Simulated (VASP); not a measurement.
# Ni3Bi (Pm-3m) in VASP: a series of runs

Ni3Bi is run at these levels: PBE; tasks: single point.

Everything below comes from runs of VASP 6.6.1. Logs are shortened: lines on timing, memory, paths and dates and some standing lists are left out, and cuts for length are marked.

### 1 The cell of the first run

It takes space group Pm-3m (No. 221, cubic). The conventional cell has a = 3.822 Å, b = 3.822 Å, c = 3.822 Å, α = 90.00°, β = 90.00°, γ = 90.00°. Ni (site symmetry 4/mmm) has 8 Ni at 2.70 Å and 4 Bi at 2.70 Å within 3.6 Å. Bi (site symmetry m-3m) has 12 Ni at 2.70 Å within 3.6 Å.

### 2 Single point, PBE

Contents of INCAR:

```
SYSTEM = Ni3Bi
PREC     = Accurate       ! precision mode
ENCUT    = 520            ! plane-wave cutoff, eV
EDIFF    = 1E-6           ! SCF threshold, eV
ISMEAR   = -4             ! smearing method
SIGMA    = 0.1            ! smearing width, eV
LREAL    = .False.        ! projectors in reciprocal space
LASPH    = .True.         ! aspherical terms in the spheres
NELM     = 60             ! most SCF steps
ALGO     = Fast           ! electronic algorithm
ISIF     = 2              ! what is computed and relaxed
LWAVE    = .False.        ! write WAVECAR
LCHARG   = .True.         ! write CHGCAR
GGA      = PE             ! functional
LELF     = .True.         ! ELF
LVHAR    = .True.       
NBANDS   = 30             ! bands
```

Contents of KPOINTS:

```
regular mesh
0
Gamma
  4 4 4
  0 0 0
```

Contents of POSCAR:

```
Ni3Bi
1.0
    3.8220070000      0.0000000000      0.0000000000
    0.0000000000      3.8220070000      0.0000000000
    0.0000000000      0.0000000000      3.8220070000
Ni Bi
3 1
Direct
    0.0000000000      0.5000000000      0.5000000000
    0.5000000000      0.0000000000      0.5000000000
    0.5000000000      0.5000000000      0.0000000000
    0.0000000000      0.0000000000      0.0000000000
```

Potentials or basis: VASP PAW PBE potentials, release 64 (Ni, Bi_d).

The run is started by

```console
$ cat potpaw_PBE.64/Ni/POTCAR potpaw_PBE.64/Bi_d/POTCAR > POTCAR
$ mpirun -np 1 vasp_std > vasp.out
```

OUTCAR:

```text
SYSTEM = Ni3Bi
   PREC = Accurate
   ENCUT = 520
   EDIFF = 1E-6
   ISMEAR = -4
   LREAL = .False.
   LASPH = .True.
   NELM = 60
   ISIF = 2
   GGA = PE

 ion  position               nearest neighbor table
   1  0.000  0.500  0.500-   2 2.70   3 2.70   4 2.70   3 2.70   4 2.70   2 2.70   4 2.70   4 2.70
                             2 2.70   3 2.70   3 2.70   2 2.70
   2  0.500  0.000  0.500-   1 2.70   3 2.70   4 2.70   3 2.70   4 2.70   1 2.70   3 2.70   3 2.70
                             1 2.70   4 2.70   4 2.70   1 2.70
   3  0.500  0.500  0.000-   1 2.70   2 2.70   4 2.70   1 2.70   2 2.70   2 2.70   4 2.70   2 2.70
                             1 2.70   4 2.70   1 2.70   4 2.70
   4  0.000  0.000  0.000-   1 2.70   2 2.70   3 2.70   1 2.70   2 2.70   1 2.70   3 2.70   1 2.70
                             2 2.70   3 2.70   2 2.70   3 2.70

  LATTYP: Found a simple cubic cell.
 ALAT       =     3.8220070000

  Lattice vectors:

 A1 = (   3.8220070000,   0.0000000000,   0.0000000000)
 A2 = (   0.0000000000,   3.8220070000,   0.0000000000)
 A3 = (   0.0000000000,   0.0000000000,   3.8220070000)

Analysis of symmetry for initial positions (statically):
=====================================================================
 Subroutine PRICEL returns:
 Original cell was already a primitive cell.

 Routine SETGRP: Setting up the symmetry group for a
 simple cubic supercell.

 Subroutine GETGRP returns: Found 48 space group operations
 (whereof 48 operations were pure point group operations)
 out of a pool of 48 trial point group operations.

The static configuration has the point symmetry O_h .

Analysis of symmetry for dynamics (positions and initial velocities):
=====================================================================
 Subroutine PRICEL returns:
 Original cell was already a primitive cell.

 Routine SETGRP: Setting up the symmetry group for a
 simple cubic supercell.

 Subroutine GETGRP returns: Found 48 space group operations
 (whereof 48 operations were pure point group operations)
 out of a pool of 48 trial point group operations.

The dynamic configuration has the point symmetry O_h .

 Subroutine INISYM returns: Found 48 space group operations
 (whereof 48 operations are pure point group operations),
 and found     1 'primitive' translations

----------------------------------------------------------------------------------------

                                     Primitive cell

  volume of cell :      55.8309

  direct lattice vectors                    reciprocal lattice vectors
     3.822007000  0.000000000  0.000000000     0.261642640  0.000000000  0.000000000
     0.000000000  3.822007000  0.000000000     0.000000000  0.261642640  0.000000000
     0.000000000  0.000000000  3.822007000     0.000000000  0.000000000  0.261642640

  length of vectors
     3.822007000  3.822007000  3.822007000     0.261642640  0.261642640  0.261642640

  position of ions in fractional coordinates (direct lattice)
     0.000000000  0.500000000  0.500000000
     0.500000000  0.000000000  0.500000000
     0.500000000  0.500000000  0.000000000
     0.000000000  0.000000000  0.000000000

  ion indices of the primitive-cell ions
   primitive index   ion index
                 1           1
                 2           2
                 3           3
                 4           4

----------------------------------------------------------------------------------------

 KPOINTS: regular mesh

Automatic generation of k-mesh.
 Grid dimensions read from file:
 generate k-points for:    4    4    4

 Generating k-lattice:

  Cartesian coordinates                     Fractional coordinates (reciprocal lattice)
     0.065410660  0.000000000  0.000000000     0.250000000  0.000000000  0.000000000
     0.000000000  0.065410660  0.000000000     0.000000000  0.250000000  0.000000000
     0.000000000  0.000000000  0.065410660     0.000000000  0.000000000  0.250000000

  Length of vectors
     0.065410660  0.065410660  0.065410660

  Shift w.r.t. Gamma in fractional coordinates (k-lattice)
     0.000000000  0.000000000  0.000000000

 TETIRR: Found     30 inequivalent tetrahedra from      384

 Subroutine IBZKPT returns following result:
 ===========================================

 Found     10 irreducible k-points:

 Following reciprocal coordinates:
            Coordinates               Weight
  0.000000  0.000000  0.000000      1.000000
  0.250000  0.000000  0.000000      6.000000
  0.500000  0.000000  0.000000      3.000000
  0.250000  0.250000  0.000000     12.000000
  0.500000  0.250000  0.000000     12.000000
  0.500000  0.500000  0.000000      3.000000
  0.250000  0.250000  0.250000      8.000000
  0.500000  0.250000  0.250000     12.000000
  0.500000  0.500000  0.250000      6.000000
  0.500000  0.500000  0.500000      1.000000
   k-points           NKPTS =     10   k-points in BZ     NKDIM =     10   number of bands    NBANDS=     30
   number of dos      NEDOS =    301   number of ions     NIONS =      4
   total plane-waves  NPLWV =  21952
   dimension x,y,z NGX =    28 NGY =   28 NGZ =   28
   dimension x,y,z NGXF=    56 NGYF=   56 NGZF=   56
   ions per type =               3   1
   NGX,Y,Z   is equivalent  to a cutoff of  12.18, 12.18, 12.18 a.u.
   NGXF,Y,Z  is equivalent  to a cutoff of  24.36, 24.36, 24.36 a.u.
 SYSTEM =  Ni3Bi
   PREC   = accura    normal or accurate (medium, high low for compatibility)
   ISTART =      0    job   : 0-new  1-cont  2-samecut
   ICHARG =      2    charge: 1-file 2-atom 10-const
   ISPIN  =      1    spin polarized calculation?
   LNONCOLLINEAR =      F non collinear calculations
   LSORBIT =      F    spin-orbit coupling
   LASPH  =      T    aspherical Exc in radial PAW
   ENCUT  =  520.0 eV  38.22 Ry    6.18 a.u.   7.11  7.11  7.11*2*pi/ulx,y,z
   NELM   =     60;   NELMIN=  2; NELMDL= -5     # of ELM steps
   EDIFF  = 0.1E-05   stopping-criterion for ELM
   LREAL  =      F    real-space projection
   EDIFFG = 0.1E-04   stopping-criterion for IOM
   NSW    =      0    number of steps for IOM
   IBRION =     -1    ionic relax: 0-MD 1-quasi-New 2-CG
   NFREE  =      0    steps in history (QN), initial steepest desc. (CG)
   ISIF   =      2    stress and relaxation
   ISYM   =      2    0-nonsym 1-usesym 2-fastsym
   POTIM  = 0.5000    time-step for ionic-motion
   TEBEG  =    0.0;   TEEND  =   0.0 temperature during run
   PSTRESS=    0.0 pullay stress
   NELECT =      45.0000    total number of electrons
   NUPDOWN=      -1.0000    fix difference up-down
   EMIN   =  10.00;   EMAX   =-10.00  energy-range for DOS
   EFERMI =   0.00;   METHOD = LEGACY
   ISMEAR =    -4;   SIGMA  =   0.10  broadening in eV -4-tet -1-fermi 0-gaus
   EFERMI_NEDOS =   21; number of points for ismear=-14 and -15
   IALGO  =     68    algorithm
   IMIX   =      4    mixing-type and parameters
     AMIX     =   0.40;   BMIX     =  1.00
     AMIX_MAG =   1.60;   BMIX_MAG =  1.00
  volume/ion in A,a.u.               =      13.96        94.19
  Fermi-wavevector in a.u.,A,eV,Ry     =   1.523541  2.879075 31.581539  2.321178
  Thomas-Fermi vector in A             =   2.631970
   LORBIT       =      0    0 simple, 1 ext, 2 COOP (PROOUT), +10 PAW based schemes
   GGA     = PE    functional components
   LHFCALC =     F    Hartree Fock is set to
   AEXX    =    0.0000 exact exchange contribution
   IVDW    =     0    specifies the selected vdW correction
   LEPSILON=     F    determine dielectric tensor
   LRPA    =     F    only Hartree local field effects (RPA)
 non-spin polarized calculation
 RMM-DIIS sequential band-by-band and
 Fermi weights with tetrahedron method witout Bloechl corrections
  energy-cutoff  :      520.00
  volume of cell :       55.83
 maximum number of plane-waves:      1516
   NGX = 15   NGY = 15   NGZ = 15

 number of electron      45.0000080 magnetization

 Free energy of the ion-electron system (eV)
  ---------------------------------------------------
  ext. energy  EPLUGINS =         0.00000000
  ---------------------------------------------------
  free energy    TOTEN  =       -19.55345100 eV

  energy without entropy =      -19.55345100  energy(sigma->0) =      -19.55345100

 E-fermi :  10.6150     XC(G=0): -12.6440

 val. band max:       10.5610922912   @ k =   0.5000   0.5000   0.0000
 cond. band min:      10.0025799705   @ k =   0.5000   0.5000   0.5000
 fundamental gap:     -0.5585123207
 Fermi energy:        10.6150413748

 k-point     1 :       0.0000    0.0000    0.0000
  band No.  band energies     occupation
      1     -12.7390      2.00000
      2     -12.7390      2.00000
      3     -12.6788      2.00000
      4     -12.6788      2.00000
      5     -12.6788      2.00000
      6      -3.2692      2.00000
[... 22 lines left out ...]
     29      19.2204      0.00000
     30      19.2291      0.00000

 k-point     2 :       0.2500    0.0000    0.0000
  band No.  band energies     occupation
      1     -12.7339      2.00000
      2     -12.7006      2.00000
      3     -12.6828      2.00000
      4     -12.6828      2.00000
      5     -12.6773      2.00000
      6      -2.7773      2.00000
[... 22 lines left out ...]
     29      17.3873      0.00000
     30      18.4217      0.00000

 k-point     3 :       0.5000    0.0000    0.0000
  band No.  band energies     occupation
      1     -12.7289      2.00000
      2     -12.6868      2.00000
      3     -12.6868      2.00000
      4     -12.6758      2.00000
      5     -12.6622      2.00000
      6      -2.0773      2.00000
[... 22 lines left out ...]
     29      16.4182      0.00000
     30      17.0738      0.00000

 k-point     4 :       0.2500    0.2500    0.0000
  band No.  band energies     occupation
      1     -12.7151      2.00000
      2     -12.6928      2.00000
      3     -12.6818      2.00000
      4     -12.6813      2.00000
      5     -12.6788      2.00000
      6      -2.3208      2.00000
[... 154 lines left out ...]
     29      19.2130      0.00000
     30      20.3280      0.00000

 k-point     9 :       0.5000    0.5000    0.2500
  band No.  band energies     occupation
      1     -12.7206      2.00000
      2     -12.7026      2.00000
      3     -12.7026      2.00000
      4     -12.6582      2.00000
      5     -12.6201      2.00000
      6      -0.9597      2.00000
[... 22 lines left out ...]
     29      20.6208      0.00000
     30      22.9323      0.00000

 k-point    10 :       0.5000    0.5000    0.5000
  band No.  band energies     occupation
      1     -12.7202      2.00000
      2     -12.7202      2.00000
      3     -12.7202      2.00000
      4     -12.6221      2.00000
      5     -12.6221      2.00000
      6      -0.7039      2.00000
[... 22 lines left out ...]
     29      24.8952      0.00000
     30      24.8997      0.00000

------------------------ aborting loop because EDIFF is reached ----------------------------------------

  FORCE on cell =-STRESS in cart. coord.  units (eV):
  Direction    XX          YY          ZZ          XY          YZ          ZX
  --------------------------------------------------------------------------------------
  -------------------------------------------------------------------------------------
  Total        0.7957215      0.7957215      0.7957215      0.0000000      0.0000000      0.0000000
  in kB       22.8348014     22.8348014     22.8348014      0.0000000      0.0000000      0.0000000
  external PRESSURE =      22.8348014 kB  Pullay stress =       0.0000000 kB

 VOLUME and BASIS-vectors are now :
 -----------------------------------------------------------------------------
  energy-cutoff  :      520.00
  volume of cell :       55.83
      direct lattice vectors                 reciprocal lattice vectors
     3.822007000  0.000000000  0.000000000     0.261642640  0.000000000  0.000000000
     0.000000000  3.822007000  0.000000000     0.000000000  0.261642640  0.000000000
     0.000000000  0.000000000  3.822007000     0.000000000  0.000000000  0.261642640

 POSITION                                       TOTAL-FORCE (eV/Angst)
 -----------------------------------------------------------------------------------
      0.00000      1.91100      1.91100         0.000000      0.000000      0.000000
      1.91100      0.00000      1.91100         0.000000      0.000000      0.000000
      1.91100      1.91100      0.00000         0.000000      0.000000      0.000000
      0.00000      0.00000      0.00000         0.000000      0.000000      0.000000
 -----------------------------------------------------------------------------------
    total drift:                                0.000000      0.000000      0.000000

  FREE ENERGIE OF THE ION-ELECTRON SYSTEM (eV)
  ---------------------------------------------------
  free  energy   TOTEN  =       -19.5534510006 eV

  energy  without entropy=      -19.5534510006  energy(sigma->0) =      -19.55345100
```

Run time: 9.9 s. Hardware: 1 thread of Intel Xeon 6975P-C (Granite Rapids), shared host; peak memory 0.15 GiB.

What came out:

| Quantity | Value |
| --- | --- |
| Free energy | -19.5535 eV |
| Pressure | 2.3 GPa |

Levels at points of the mesh, in eV from the Fermi level:
```tsv
k point	band 20	band 21	band 22	band 23	band 24	band 25	band 26	band 27
(0.00, 0.00, 0.00)	-0.88	-0.72	-0.42	-0.42	-0.42	1.18	5.07	5.07
(0.50, 0.00, 0.00)	-1.32	-0.87	-0.42	2.05	2.17	2.17	4.49	4.49
(0.50, 0.50, 0.00)	-1.39	-1.29	-1.11	-0.05	-0.05	4.16	4.47	7.12
(0.50, 0.50, 0.50)	-1.38	-0.90	-0.68	-0.61	-0.61	-0.61	2.66	2.66
```

Caveat: the k points lie up to 0.41 Å⁻¹ apart; spin-orbit coupling is left out, which moves the levels of the heavy elements.

### 3 Single point, PBE, collinear spin, ferromagnetic start

Contents of INCAR:

```
PREC = Accurate
ENCUT = 520
EDIFF = 1E-6
ISMEAR = -1
SIGMA = 0.025851999786435532
LREAL = F
LASPH = T
NELM = 150
ALGO = Normal
ISIF = 2
LWAVE = F
LCHARG = T
ISPIN = 2
MAGMOM = 0.08 0.08 0.08 0.01
LORBIT = 11
LMAXMIX = 4
GGA = PE
LELF = T
LVHAR = T
NELECT = 44.0
NBANDS = 34
```

Contents of KPOINTS:

```
regular mesh
0
Gamma
  2 2 2
```

POSCAR is that of step 2.

Potentials or basis: VASP PAW PBE potentials, release 64 (Ni, Bi_d).

The run is started by

```console
$ cat potpaw_PBE.64/Ni/POTCAR potpaw_PBE.64/Bi_d/POTCAR > POTCAR
$ mpirun -np 1 vasp_std > vasp.out
```

It took 14 s on 1 thread of Intel Xeon 6975P-C (Granite Rapids), shared host; peak memory 0.17 GiB.

It converged, with:

- Free energy: -29.8892 eV
- Net moment: 1.01 μB per cell
- Site moments: Ni +0.36; Bi -0.01 μB
- Valence electrons inside the program's atomic spheres: Ni 9.04; Bi 12.82

Levels at points of the mesh, in eV from the Fermi level:
Spin up:
```tsv
k point	band 21	band 22	band 23	band 24	band 25	band 26
(0.00, 0.00, 0.00)	-0.43	-0.43	-0.43	-0.42	1.94	5.91
(0.50, 0.00, 0.00)	-0.64	-0.43	3.01	3.01	3.13	5.44
(0.50, 0.50, 0.00)	-0.94	-0.90	0.15	0.15	5.07	5.67
(0.50, 0.50, 0.50)	-0.50	-0.50	-0.50	-0.25	0.11	3.22
```
Spin down:
```tsv
k point	band 19	band 20	band 21	band 22	band 23	band 24
(0.00, 0.00, 0.00)	-0.47	-0.47	-0.12	0.19	0.19	0.19
(0.50, 0.00, 0.00)	-0.80	-0.80	-0.41	0.19	3.14	3.16
(0.50, 0.50, 0.00)	-0.80	-0.76	-0.60	-0.48	0.56	0.56
(0.50, 0.50, 0.50)	-0.71	-0.71	0.00	0.00	0.00	0.04
```

Caveat: the k points lie up to 0.82 Å⁻¹ apart; the cell carries a net charge on a neutralising background, which shifts energy and pressure; the cell is charged against a uniform background, so pressure and absolute levels hang on convention; spin-orbit coupling is left out, which moves the levels of the heavy elements.
